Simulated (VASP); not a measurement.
A run of VASP 6.6.1 is set up as follows.

File INCAR:

```
SYSTEM = Mo
ALGO = Normal
EDIFF = 1E-7
ENCUT = 520
GGA = PS
ISIF = 2
ISMEAR = 0
LASPH = .TRUE.
LCHARG = .TRUE.
LELF = .TRUE.
LREAL = .FALSE.
LVHAR = .TRUE.
LWAVE = .FALSE.
NBANDS = 13
NELM = 100
PREC = Accurate
SIGMA = 0.15
```

The input KPOINTS:

```
k-points
0
G
  20 20 20
  0 0 0
```

POSCAR

```
Mo
1.0
    0.0000000000      2.1762000000      2.1762000000
    2.1762000000      0.0000000000      2.1762000000
    2.1762000000      2.1762000000      0.0000000000
Mo
1
Direct
    0.0000000000      0.0000000000      0.0000000000
```

Potentials or basis: VASP PAW PBE potentials, release 64 (Mo_sv).

Launch:

```console
$ cat potpaw_PBE.64/Mo_sv/POTCAR > POTCAR
$ mpirun -np 1 vasp_std > vasp.out
```

**Question.** What does it give for the pressure?

**Answer.** -40.0 GPa.

**Question.** Estimate the band gap on the k mesh.

**Answer.** Zero (band 7 reaches 10.93 eV, above the bottom of band 8 at 7.73 eV).

Caveat: the cell differs from its parent crystal (strain +0.080 along x and y, +0.080 along z); the PAW data sets were made with another functional, which shifts forces and pressure a little.
